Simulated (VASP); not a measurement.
Write the native input for VASP 6.6.1 that does the following.

```
Task                   : single point
Functional             : PBE
Potentials or basis    : VASP PAW PBE potentials, release 64 (La, Na_sv)
Cutoff                 : 970 eV
k mesh                 : 7 × 7 × 4
Occupations            : fermi-dirac, width 0.05 eV
Spin                   : no spin polarisation
Dipole correction      : no
Mended                 : yes
Further INCAR settings : ALGO = Normal; EDIFF = 1e-06; NBANDS = 17
```

The structure of NaLa lies in POSCAR:

```
NaLa
1.0
    3.6423132764      0.0000000000      0.0000000000
   -1.8211566381      3.1543358259      0.0000000000
    0.0000000000      0.0000000000      6.4837820000
La Na
1 1
Direct
    0.3333333333      0.6666666667      0.5000000000
    0.0000000000      0.0000000000      0.0000000000
```

One way to write it, as run:

INCAR

```
ALGO = Normal
EDIFF = 1E-6
ENCUT = 970
GGA = PE
GGA_COMPAT = F
ISIF = 2
ISMEAR = -1
LASPH = T
LCHARG = F
LMAXMIX = 6
LREAL = F
LWAVE = F
NBANDS = 17
NELM = 200
PREC = Accurate
SIGMA = 0.05
```

KPOINTS

```
k-points
0
Gamma
  7 7 4
```

Potentials or basis: VASP PAW PBE potentials, release 64 (La, Na_sv).

Command:

```console
$ cat potpaw_PBE.64/La/POTCAR potpaw_PBE.64/Na_sv/POTCAR > POTCAR
$ mpirun -np 1 vasp_std > vasp.out
```

It gave:

```
Pressure               : -0.8 GPa
Band gap on the k mesh : zero (bands 10 and 11 overlap by 0.66 eV)
```

Caveat: spin-orbit coupling is left out, which moves the levels of the heavy elements.

Run time: 49 s on 1 thread of Intel(R) Xeon(R) 6975P-C (Granite Rapids), with other jobs on the host, peak memory 0.39 GiB.
